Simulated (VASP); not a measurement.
Crystal: SrGa3.

```
Sr Ga
1.0
     4.52848    0.00000    0.00000
     0.00000    4.52848    0.00000
     0.00000    0.00000    4.52848
Sr Ga
1 3
Direct
  0.00000 0.00000 0.00000
  0.00000 0.50000 0.50000
  0.50000 0.50000 0.00000
  0.50000 0.00000 0.50000
```

Base run:

```yaml
Program: VASP 6.6.1
Functional: PBEsol
Potentials_or_basis: VASP PAW PBE potentials, release 64 (Sr_sv, Ga_d)
Cutoff: 520 eV
k_mesh: 8 × 8 × 8
Occupations: gaussian, width 0.05 eV
Spin: no spin polarisation
```

Its results: pressure -2.6 GPa.

Question: The run is repeated on the same cell with these changes: functional from PBEsol to PBE; further incar settings from ALGO = Normal; EDIFF = 1e-07; NBANDS = 32 to ALGO = Normal; EDIFF = 1e-06; NBANDS = 32. What comes out?

Answer: Pressure 0.1 GPa.

Caveats: the PAW data sets were made with another functional, which shifts forces and pressure a little (some runs).
